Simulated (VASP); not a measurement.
Here is a VASP 6.6.1 calculation.

File INCAR:

```
PREC = Accurate ; ENCUT = 600
EDIFF = 1E-6 ; ISMEAR = 0
SIGMA = 0.1 ; LREAL = F
LASPH = T ; NELM = 80
ALGO = Fast ; ISIF = 3
LWAVE = F ; LCHARG = F
GGA = PS ; IBRION = 2
NSW = 100 ; EDIFFG = -0.002
```

Contents of KPOINTS:

```
regular mesh
0
Gamma
  16 16 16
```

File POSCAR:

```
Cu
1.0
    0.0000000000      1.7818426872      1.7818426872
    1.7818426872      0.0000000000      1.7818426872
    1.7818426872      1.7818426872      0.0000000000
Cu
1
Direct
    0.0000000000      0.0000000000      0.0000000000
```

Potentials or basis: VASP PAW PBE potentials, release 64 (Cu).

Launch:

```console
$ cat potpaw_PBE.64/Cu/POTCAR > POTCAR
$ mpirun -np 1 vasp_std > vasp.out
```

(1) Estimate the space group after relaxing (to 0.05 Å).

(2) What does it give for the relaxed cell?

(3) What does it give for the relaxed volume?

Answers

(1) Fm-3m (No. 225).

(2) a = 2.525 Å, b = 2.525 Å, c = 2.525 Å, α = 60.00°, β = 60.00°, γ = 60.00°.

(3) 11.38 Å³/atom.

Caveat: the PAW data sets were made with another functional, which shifts forces and pressure a little.
